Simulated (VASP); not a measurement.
# MoS2 (Cm) in VASP: notebook, part 2 of 2

VASP 6.6.1. Earlier steps stand in the parts before.

## 3. Single point, PBE+D3(BJ) (atom 1 (Mo) moved -0.150 Å towards its neighbour atom 5 (S) at 2.400 Å)

Contents of INCAR:

```
PREC = Accurate ; ENCUT = 520
EDIFF = 1E-7 ; ISMEAR = 0
SIGMA = 0.05 ; LREAL = F
LASPH = T ; NELM = 100
ALGO = Normal ; ISIF = 2
LWAVE = F ; LCHARG = T
GGA = PE ; IVDW = 12
LELF = T ; LVHAR = T
NBANDS = 64
```

Contents of KPOINTS:

```
regular mesh
0
Gamma
  6 6 4
```

Contents of POSCAR:

```
MoS2
1.0
    6.2994479940      0.0000000001      0.0000000000
   -3.1497239971      5.4554819926      0.0000000000
    0.0000000000      0.0000000000      6.6475426602
Mo S
4 8
Direct
    0.5208311224      0.5104155612     -0.0147277642
    0.5000000000      0.0000000000      0.0000000000
    0.0000000000      0.5000000000      0.0000000000
    0.0000000000      0.0000000000      0.0000000000
    0.1666666667      0.3333333333      0.2356692374
    0.1666666667      0.8333333333      0.2356692374
    0.6666666667      0.3333333333      0.2356692374
    0.6666666667      0.8333333333      0.2356692374
    0.1666666667      0.3333333333      0.7643307626
    0.1666666667      0.8333333333      0.7643307626
    0.6666666667      0.3333333333      0.7643307626
    0.6666666667      0.8333333333      0.7643307626
```

Potentials or basis: VASP PAW PBE potentials, release 64 (Mo_sv, S).

Run with:

```sh
$ cat potpaw_PBE.64/Mo_sv/POTCAR potpaw_PBE.64/S/POTCAR > POTCAR
$ mpirun -np 1 vasp_std > vasp.out
```

It took 19 min on 1 thread of Oxide Virtual Turin-like, shared host; peak memory 0.62 GiB.

It converged, with:

```yaml
Free_energy: -91.6712 eV
Pressure: 0.3 GPa
Largest_force: 3.866 eV/Å
Band_gap_on_the_k_mesh: 1.03 eV
Dispersion_energy_per_atom: -0.398 eV
```

Forces in eV/Å, atoms in the order of the input:
```
Mo  -2.441 -1.410  2.645
Mo   0.052  0.030  0.155
Mo   0.283  0.019  0.109
Mo   0.158  0.236  0.109
S    0.613  0.354 -0.652
S   -0.038 -0.022 -0.076
S    0.049  0.147 -0.262
S    0.152 -0.031 -0.262
S    0.238  0.137 -0.082
S   -0.016 -0.010 -0.062
S    0.807 -0.300 -0.812
S    0.144  0.849 -0.812
```

Stress tensor (GPa, compression positive):
```
 0.09 -0.48 -0.27
-0.48  0.64 -0.16
-0.27 -0.16  0.29
```

Levels at points of the mesh, in eV from the valence-band top:
| k point | band 49 | band 50 | band 51 | band 52 | band 53 | band 54 | band 55 | band 56 |
| --- | --- | --- | --- | --- | --- | --- | --- | --- |
| (0.00, 0.00, 0.00) | -1.27 | -1.24 | -1.18 | -0.88 | 1.80 | 1.82 | 1.94 | 2.26 |
| (0.50, 0.00, 0.00) | -1.34 | -1.20 | -1.07 | -0.79 | 1.29 | 1.34 | 1.46 | 1.77 |
| (0.00, 0.50, 0.00) | -1.37 | -1.22 | -1.06 | -0.85 | 1.29 | 1.43 | 1.51 | 1.66 |
| (0.00, 0.00, 0.50) | -0.89 | -0.87 | -0.79 | 0.00 | 1.80 | 1.83 | 1.96 | 2.23 |
| (0.50, 0.00, 0.50) | -1.13 | -1.03 | -0.89 | -0.72 | 1.69 | 1.89 | 1.99 | 2.00 |
| (0.00, 0.50, 0.50) | -1.16 | -1.06 | -0.96 | -0.77 | 1.81 | 1.90 | 2.01 | 2.03 |

Caveat: the cell differs from its parent crystal (atom 1 (Mo) moved -0.150 Å towards its neighbour atom 5 (S) at 2.400 Å); forces of over 1 eV/Å act on the atoms, so gaps and moduli don't describe the material at rest. A k mesh can miss the band edges.

## 4. Single point, PBE+D3(BJ) (atom 1 (Mo) moved -0.300 Å towards its neighbour atom 5 (S) at 2.400 Å)

Contents of INCAR:

```
PREC = Accurate
ENCUT = 520
EDIFF = 1E-6
ISMEAR = 0
SIGMA = 0.05
LREAL = F
LASPH = T
NELM = 80
ALGO = Normal
ISIF = 2
LWAVE = F
LCHARG = F
GGA = PE
IVDW = 12
NBANDS = 64
```

Contents of KPOINTS:

```
Automatic mesh
0
Gamma
  6 6 4
```

Changes to POSCAR since step 3:

```diff
@@ -8,3 +8,3 @@
 Direct
-    0.5208311224      0.5104155612     -0.0147277642
+    0.5416622448      0.5208311224     -0.0294555284
     0.5000000000      0.0000000000      0.0000000000
```

Run with:

```sh
$ cat potpaw_PBE.64/Mo_sv/POTCAR potpaw_PBE.64/S/POTCAR > POTCAR
$ mpirun -np 1 vasp_std > vasp.out
```

Run time: 15 min. Hardware: 1 thread of Oxide Virtual Turin-like, shared host; peak memory 0.61 GiB.

Results (log left out):

* Free energy: -90.8063 eV
* Pressure: 1.7 GPa
* Largest force: 7.677 eV/Å
* Band gap on the k mesh: 0.75 eV (least direct gap 1.12 eV)
* Dispersion energy per atom: -0.398 eV

Forces in eV/Å, atoms in the order of the input:
```
Mo  -4.721 -2.726  5.405
Mo   0.082  0.047  0.390
Mo   0.577  0.011  0.191
Mo   0.298  0.494  0.191
S    0.881  0.508 -0.945
S   -0.073 -0.042 -0.127
S    0.113  0.247 -0.440
S    0.271 -0.026 -0.440
S    0.467  0.269 -0.207
S    0.008  0.005 -0.137
S    1.911 -0.888 -1.940
S    0.187  2.099 -1.940
```

Stress tensor (GPa, compression positive):
```
 1.12 -1.22 -0.88
-1.22  2.54 -0.51
-0.88 -0.51  1.55
```

Levels at points of the mesh, in eV from the valence-band top:
```tsv
k point	band 50	band 51	band 52	band 53	band 54	band 55
(0.00, 0.00, 0.00)	-1.16	-1.06	-0.75	1.36	1.66	1.92
(0.50, 0.00, 0.00)	-1.26	-0.91	-0.60	1.00	1.09	1.41
(0.00, 0.50, 0.00)	-1.17	-1.06	-0.72	1.03	1.35	1.43
(0.00, 0.00, 0.50)	-0.88	-0.71	0.00	1.32	1.66	1.94
(0.50, 0.00, 0.50)	-1.05	-0.76	-0.53	1.32	1.53	1.82
(0.00, 0.50, 0.50)	-1.09	-0.97	-0.66	1.52	1.68	1.88
```

Caveat: the cell differs from its parent crystal (atom 1 (Mo) moved -0.300 Å towards its neighbour atom 5 (S) at 2.400 Å); forces of over 1 eV/Å act on the atoms, so gaps and moduli don't describe the material at rest. A k mesh can miss the band edges.

## 5. The runs side by side

| cell | gap on the mesh (eV) | pressure (GPa) | largest force (eV/Å) |
| --- | --- | --- | --- |
| as given, atomic positions A | 0.77 | 1.4 | 7.53 |
| as given, atomic positions B | 1.03 | 0.3 | 3.87 |
| as given, atomic positions C | 0.75 | 1.7 | 7.68 |

Alike in all rows: task single point; level PBE+D3(BJ); potentials or basis VASP PAW PBE potentials, release 64 (Mo_sv, S); no spin polarisation; k mesh 6 × 6 × 4; cutoff (eV) 520; smearing gaussian 0.05 eV.

Caveats: forces of over 1 eV/Å act on the atoms, so gaps and moduli don't describe the material at rest.

Total energies depend on the potentials used, so only differences within one code and one set of settings carry meaning.
